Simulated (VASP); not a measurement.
# Ag (Fm-3m) in VASP: a series of runs

Ag is run at these levels: PBEsol; tasks: single point, relaxation of volume and atoms at fixed shape.

All numbers are computed with VASP 6.6.1; they aren't measurements. Logs are shortened: lines on timing, memory, paths and dates and some standing lists are left out, and cuts for length are marked.

## Step 1: The cell of the first run

Symmetry: Fm-3m, No. 225, cubic system. The conventional cell has a = 4.050 Å, b = 4.050 Å, c = 4.050 Å, α = 90.00°, β = 90.00°, γ = 90.00°. Ag (site symmetry m-3m) has 12 Ag at 2.86 Å within 3.8 Å.

## Step 2: Single point, PBEsol

INCAR

```
  ALGO = Normal
  EDIFF = 1E-6
  ENCUT = 500
  GGA = PS
  GGA_COMPAT = F
  ISIF = 2
  ISMEAR = -1
  LASPH = T
  LCHARG = T
  LELF = T
  LREAL = F
  LVHAR = T
  LWAVE = F
  NBANDS = 12
  NELM = 120
  PREC = Accurate
  SIGMA = 0.1
```

KPOINTS

```
k-points
0
Gamma
  7 7 7
```

POSCAR

```
Ag
1.0
    0.0000000000      2.0248929533      2.0248929533
    2.0248929533      0.0000000000      2.0248929533
    2.0248929533      2.0248929533      0.0000000000
Ag
1
Direct
    0.0000000000      0.0000000000      0.0000000000
```

Potentials or basis: VASP PAW PBE potentials, release 64 (Ag).

Run with:

```sh
> cat potpaw_PBE.64/Ag/POTCAR > POTCAR
> mpirun -np 1 vasp_std > vasp.out
```

OUTCAR:

```text
EDIFF = 1E-6
   ENCUT = 500
   GGA = PS
   ISIF = 2
   ISMEAR = -1
   LASPH = T
   LREAL = F
   NELM = 120
   PREC = Accurate

 ion  position               nearest neighbor table
   1  0.000  0.000  0.000-

  LATTYP: Found a face centered cubic cell.
 ALAT       =     4.0497859066

  Lattice vectors:

 A1 = (   0.0000000000,   2.0248929533,   2.0248929533)
 A2 = (   2.0248929533,   0.0000000000,   2.0248929533)
 A3 = (   2.0248929533,   2.0248929533,   0.0000000000)

Analysis of symmetry for initial positions (statically):
=====================================================================
 Subroutine PRICEL returns:
 Original cell was already a primitive cell.

 Routine SETGRP: Setting up the symmetry group for a
 face centered cubic supercell.

 Subroutine GETGRP returns: Found 48 space group operations
 (whereof 48 operations were pure point group operations)
 out of a pool of 48 trial point group operations.

The static configuration has the point symmetry O_h .

Analysis of symmetry for dynamics (positions and initial velocities):
=====================================================================
 Subroutine PRICEL returns:
 Original cell was already a primitive cell.

 Routine SETGRP: Setting up the symmetry group for a
 face centered cubic supercell.

 Subroutine GETGRP returns: Found 48 space group operations
 (whereof 48 operations were pure point group operations)
 out of a pool of 48 trial point group operations.

The dynamic configuration has the point symmetry O_h .

 Subroutine INISYM returns: Found 48 space group operations
 (whereof 48 operations are pure point group operations),
 and found     1 'primitive' translations

----------------------------------------------------------------------------------------

                                     Primitive cell

  volume of cell :      16.6049

  direct lattice vectors                    reciprocal lattice vectors
     0.000000000  2.024892953  2.024892953    -0.246926633  0.246926633  0.246926633
     2.024892953  0.000000000  2.024892953     0.246926633 -0.246926633  0.246926633
     2.024892953  2.024892953  0.000000000     0.246926633  0.246926633 -0.246926633

  length of vectors
     2.863631077  2.863631077  2.863631077     0.427689475  0.427689475  0.427689475

  position of ions in fractional coordinates (direct lattice)
     0.000000000  0.000000000  0.000000000

  ion indices of the primitive-cell ions
   primitive index   ion index
                 1           1

----------------------------------------------------------------------------------------

 KPOINTS: k-points

Automatic generation of k-mesh.
 Grid dimensions read from file:
 generate k-points for:    7    7    7

 Generating k-lattice:

  Cartesian coordinates                     Fractional coordinates (reciprocal lattice)
    -0.035275233  0.035275233  0.035275233     0.142857143  0.000000000  0.000000000
     0.035275233 -0.035275233  0.035275233     0.000000000  0.142857143  0.000000000
     0.035275233  0.035275233 -0.035275233     0.000000000  0.000000000  0.142857143

  Length of vectors
     0.061098496  0.061098496  0.061098496

  Shift w.r.t. Gamma in fractional coordinates (k-lattice)
     0.000000000  0.000000000  0.000000000

 Subroutine IBZKPT returns following result:
 ===========================================

 Found     20 irreducible k-points:

 Following reciprocal coordinates:
            Coordinates               Weight
  0.000000  0.000000  0.000000      1.000000
  0.142857  0.000000  0.000000      8.000000
  0.285714  0.000000  0.000000      8.000000
  0.428571  0.000000  0.000000      8.000000
  0.142857  0.142857  0.000000      6.000000
  0.285714  0.142857  0.000000     24.000000
[... 12 lines left out ...]
 -0.428571  0.428571  0.142857     24.000000
 -0.285714  0.428571  0.142857     24.000000
   k-points           NKPTS =     20   k-points in BZ     NKDIM =     20   number of bands    NBANDS=     12
   number of dos      NEDOS =    301   number of ions     NIONS =      1
   total plane-waves  NPLWV =  13824
   dimension x,y,z NGX =    24 NGY =   24 NGZ =   24
   dimension x,y,z NGXF=    48 NGYF=   48 NGZF=   48
   ions per type =               1
   NGX,Y,Z   is equivalent  to a cutoff of  13.93, 13.93, 13.93 a.u.
   NGXF,Y,Z  is equivalent  to a cutoff of  27.87, 27.87, 27.87 a.u.
 SYSTEM =  unknown system
   PREC   = accura    normal or accurate (medium, high low for compatibility)
   ISTART =      0    job   : 0-new  1-cont  2-samecut
   ICHARG =      2    charge: 1-file 2-atom 10-const
   ISPIN  =      1    spin polarized calculation?
   LNONCOLLINEAR =      F non collinear calculations
   LSORBIT =      F    spin-orbit coupling
   LASPH  =      T    aspherical Exc in radial PAW
   ENCUT  =  500.0 eV  36.75 Ry    6.06 a.u.   5.22  5.22  5.22*2*pi/ulx,y,z
   NELM   =    120;   NELMIN=  2; NELMDL= -5     # of ELM steps
   EDIFF  = 0.1E-05   stopping-criterion for ELM
   LREAL  =      F    real-space projection
   EDIFFG = 0.1E-04   stopping-criterion for IOM
   NSW    =      0    number of steps for IOM
   IBRION =     -1    ionic relax: 0-MD 1-quasi-New 2-CG
   NFREE  =      0    steps in history (QN), initial steepest desc. (CG)
   ISIF   =      2    stress and relaxation
   ISYM   =      2    0-nonsym 1-usesym 2-fastsym
   POTIM  = 0.5000    time-step for ionic-motion
   TEBEG  =    0.0;   TEEND  =   0.0 temperature during run
   PSTRESS=    0.0 pullay stress
   NELECT =      11.0000    total number of electrons
   NUPDOWN=      -1.0000    fix difference up-down
   EMIN   =  10.00;   EMAX   =-10.00  energy-range for DOS
   EFERMI =   0.00;   METHOD = LEGACY
   ISMEAR =    -1;   SIGMA  =   0.10  broadening in eV -4-tet -1-fermi 0-gaus
   EFERMI_NEDOS =   21; number of points for ismear=-14 and -15
   IALGO  =     38    algorithm
   IMIX   =      4    mixing-type and parameters
     AMIX     =   0.40;   BMIX     =  1.00
     AMIX_MAG =   1.60;   BMIX_MAG =  1.00
  volume/ion in A,a.u.               =      16.60       112.06
  Fermi-wavevector in a.u.,A,eV,Ry     =   1.427119  2.696865 27.710577  2.036670
  Thomas-Fermi vector in A             =   2.547323
   LORBIT       =      0    0 simple, 1 ext, 2 COOP (PROOUT), +10 PAW based schemes
   GGA     = PS    functional components
   LHFCALC =     F    Hartree Fock is set to
   AEXX    =    0.0000 exact exchange contribution
   IVDW    =     0    specifies the selected vdW correction
   LEPSILON=     F    determine dielectric tensor
   LRPA    =     F    only Hartree local field effects (RPA)
 non-spin polarized calculation
  energy-cutoff  :      500.00
  volume of cell :       16.60
 maximum number of plane-waves:       431
 NGX is ok and might be reduce to    24
   NGX = 11   NGY = 11   NGZ = 11

 number of electron      11.0000001 magnetization

 Free energy of the ion-electron system (eV)
  ---------------------------------------------------
  ext. energy  EPLUGINS =         0.00000000
  ---------------------------------------------------
  free energy    TOTEN  =        -3.36288993 eV

  energy without entropy =       -3.35999970  energy(sigma->0) =       -3.36144481

 E-fermi :   8.8968     XC(G=0): -12.5698

 val. band max:        7.9296407592   @ k =   0.4286   0.2857   0.0000
 cond. band min:       8.9402115366   @ k =   0.4286   0.4286   0.0000
 fundamental gap:      1.0105707774
 Fermi energy:         8.8968006821

 k-point     1 :       0.0000    0.0000    0.0000
  band No.  band energies     occupation
      1       0.5769      2.00000
      2       3.7390      2.00000
      3       3.7390      2.00000
      4       3.7390      2.00000
      5       4.8348      2.00000
      6       4.8348      2.00000
      7      24.6473      0.00000
      8      28.3740      0.00000
      9      28.3740      0.00000
     10      28.3740      0.00000
     11      33.2618      0.00000
     12      34.5663      0.00000

 k-point     2 :       0.1429    0.0000    0.0000
  band No.  band energies     occupation
      1       1.1953      2.00000
      2       3.6281      2.00000
      3       3.8907      2.00000
      4       3.8907      2.00000
      5       4.7965      2.00000
      6       4.7965      2.00000
      7      23.8361      0.00000
      8      25.6802      0.00000
      9      28.6284      0.00000
     10      28.6284      0.00000
     11      32.0813      0.00000
     12      33.5836      0.00000

 k-point     3 :       0.2857    0.0000    0.0000
  band No.  band energies     occupation
      1       2.1302      2.00000
      2       3.9175      2.00000
      3       3.9175      2.00000
      4       4.3560      2.00000
      5       5.0879      2.00000
      6       5.0879      2.00000
      7      18.5239      0.00000
      8      25.0208      0.00000
      9      28.2930      0.00000
     10      28.2930      0.00000
     11      31.9017      0.00000
     12      31.9017      0.00000
[... 226 lines left out ...]
 k-point    19 :      -0.4286    0.4286    0.1429
  band No.  band energies     occupation
      1       2.5234      2.00000
      2       2.6351      2.00000
      3       4.4537      2.00000
      4       5.2552      2.00000
      5       5.7429      2.00000
      6      10.6591      0.00000
      7      17.1217      0.00000
      8      17.6117      0.00000
      9      18.1720      0.00000
     10      28.3602      0.00000
     11      29.7616      0.00000
     12      35.2772      0.00000

 k-point    20 :      -0.2857    0.4286    0.1429
  band No.  band energies     occupation
      1       2.7801      2.00000
      2       3.1641      2.00000
      3       3.7964      2.00000
      4       4.8595      2.00000
      5       5.7363      2.00000
      6      13.4547      0.00000
      7      14.1000      0.00000
      8      16.1035      0.00000
      9      19.1047      0.00000
     10      28.8883      0.00000
     11      32.9766      0.00000
     12      34.5457      0.00000

------------------------ aborting loop because EDIFF is reached ----------------------------------------

  FORCE on cell =-STRESS in cart. coord.  units (eV):
  Direction    XX          YY          ZZ          XY          YZ          ZX
  --------------------------------------------------------------------------------------
  -------------------------------------------------------------------------------------
  Total       -0.0190535     -0.0190535     -0.0190535      0.0000000      0.0000000      0.0000000
  in kB       -1.8384344     -1.8384344     -1.8384344      0.0000000      0.0000000      0.0000000
  external PRESSURE =      -1.8384344 kB  Pullay stress =       0.0000000 kB

 VOLUME and BASIS-vectors are now :
 -----------------------------------------------------------------------------
  energy-cutoff  :      500.00
  volume of cell :       16.60
      direct lattice vectors                 reciprocal lattice vectors
     0.000000000  2.024892953  2.024892953    -0.246926633  0.246926633  0.246926633
     2.024892953  0.000000000  2.024892953     0.246926633 -0.246926633  0.246926633
     2.024892953  2.024892953  0.000000000     0.246926633  0.246926633 -0.246926633

 POSITION                                       TOTAL-FORCE (eV/Angst)
 -----------------------------------------------------------------------------------
      0.00000      0.00000      0.00000         0.000000      0.000000      0.000000
 -----------------------------------------------------------------------------------
    total drift:                               -0.000000      0.000000     -0.000000

  FREE ENERGIE OF THE ION-ELECTRON SYSTEM (eV)
  ---------------------------------------------------
  free  energy   TOTEN  =        -3.3628899266 eV

  energy  without entropy=       -3.3599997004  energy(sigma->0) =       -3.36144481
```

It took 2.3 s on 1 thread of Intel Xeon 6975P-C (Granite Rapids), shared host; peak memory 0.14 GiB.

What came out:

- Free energy: -3.3629 eV
- Pressure: -0.2 GPa
- Band gap on the k mesh: zero (an odd number of electrons rules out a gap without spin polarisation)

Caveat: the k points lie up to 0.38 Å⁻¹ apart, too coarse for converged energies and pressures of a metal; the PAW data sets were made with another functional, which shifts forces and pressure a little.

## Step 3: Relaxation of volume and atoms at fixed shape, PBEsol

This run uses another cell than the first one, of 17.10 Å³/atom.

INCAR

```
PREC = Accurate ; ENCUT = 500
EDIFF = 1E-7 ; ISMEAR = -1
SIGMA = 0.1 ; LREAL = F
LASPH = T ; NELM = 120
ALGO = Normal ; ISIF = 8
LWAVE = F ; LCHARG = F
GGA = PS ; IBRION = 2
NSW = 80 ; EDIFFG = -0.01
GGA_COMPAT = F ; NELMIN = 4
```

KPOINTS

```
Automatic mesh
0
Gamma
  7 7 7
```

POSCAR

```
Ag
1.0
    0.0000000000      2.0450000000      2.0450000000
    2.0450000000      0.0000000000      2.0450000000
    2.0450000000      2.0450000000      0.0000000000
Ag
1
Direct
    0.0000000000      0.0000000000      0.0000000000
```

Potentials or basis: VASP PAW PBE potentials, release 64 (Ag).

Run with:

```sh
> cat potpaw_PBE.64/Ag/POTCAR > POTCAR
> mpirun -np 1 vasp_std > vasp.out
```

It took 4.8 s on 1 thread of Intel Xeon 6975P-C (Granite Rapids), shared host; peak memory 0.14 GiB.

The run converged. Its results:

- Free energy: -3.3631 eV
- Relaxed volume: 16.58 Å³/atom
- Relaxed cell: a = 2.862 Å, b = 2.862 Å, c = 2.862 Å, α = 60.00°, β = 60.00°, γ = 60.00°
- Space group after relaxing (to 0.1 Å): Fm-3m (No. 225)
- Energy gained by relaxing: 5.9 meV/atom
- Ionic steps: 3
- Pressure after relaxing: 0.0 GPa
- Band gap on the k mesh: zero (an odd number of electrons rules out a gap without spin polarisation)

The path:
| step | energy change (eV) | largest force (eV/Å) | pressure (GPa) | volume (Å³) |
| --- | --- | --- | --- | --- |
| 1 | 0.0000 | 0.0000 | -3.45 | 17.10 |
| 2 | -0.0027 | 0.0000 | 2.87 | 16.21 |
| 3 | -0.0059 | 0.0000 | 0.00 | 16.58 |

Final structure:
```
Ag
1.0
     0.00000    2.02374    2.02374
     2.02374    0.00000    2.02374
     2.02374    2.02374    0.00000
Ag
1
Direct
  0.00000 0.00000 0.00000
```

Levels at points of the mesh, in eV from the Fermi level:
| k point | band 2 | band 3 | band 4 | band 5 | band 6 | band 7 | band 8 | band 9 |
| --- | --- | --- | --- | --- | --- | --- | --- | --- |
| (0.00, 0.00, 0.00) | -5.16 | -5.16 | -5.16 | -4.06 | -4.06 | 15.76 | 19.49 | 19.49 |

Caveat: the k points lie up to 0.38 Å⁻¹ apart in the final cell, too coarse for converged energies and pressures of a metal; the PAW data sets were made with another functional, which shifts forces and pressure a little.

The gap in the log of VASP goes by the Fermi energy; the results here count the filled bands.